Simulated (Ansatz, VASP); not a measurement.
**Al14Cu in VASP and in Ansatz**

```
CELL_PARAMETERS angstrom
4.23302 2.44394 0.00000
-4.23302 2.44394 0.00000
0.00000 0.00000 21.21667
ATOMIC_POSITIONS crystal
Al 0.99875 0.00000 0.28105
Al 0.33333 0.66541 0.28105
Al 0.66792 0.33459 0.28105
Al 0.33333 0.00000 0.39267
Al 0.66667 0.66667 0.39225
Al 0.00000 0.33333 0.39225
Al 0.66698 0.00000 0.50095
Al 0.99969 0.66635 0.50095
Al 0.33333 0.33365 0.50095
Al 0.00144 0.00000 0.61062
Al 0.33333 0.66811 0.61062
Al 0.66523 0.33189 0.61062
Al 0.66667 0.66667 0.71943
Al 0.00000 0.33333 0.71943
Cu 0.33333 0.00000 0.70607
```

Alike in both runs: functional r2SCAN; k mesh 6 × 6 × 1; occupations methfessel-paxton of order 1, width 0.1 eV; no spin polarisation.

Ansatz relaxed the structure, and its values are those at the end. VASP's run is a single point on that final structure, the one shown.

|  | VASP | Ansatz |
| --- | --- | --- |
| version | VASP 6.6.1 | Ansatz 0.2.0 |
| potentials or method | VASP PAW PBE potentials, release 64 (Al, Cu), cutoff 520 eV | scalar-relativistic, plane waves, PAW |
| valence electrons in the cell | 53 | 61 |

|  | VASP | Ansatz | Ansatz less VASP |
| --- | --- | --- | --- |
| gap on the k mesh at the Fermi level (eV) | none | none | - |
| rms of the force components (eV/Å) | 0.011 | 0.010 | -0.0008 |

VASP's potentials were made for PBE, not for r2SCAN. A gap of «none» marks a metal or a gap that the smearing closes. VASP's potentials hold 53 valence electrons a cell and Ansatz's 61, so a difference there can come from the potentials and not from the codes. Ansatz's warnings: structure snapped to symmetry, vacuum density over bound.
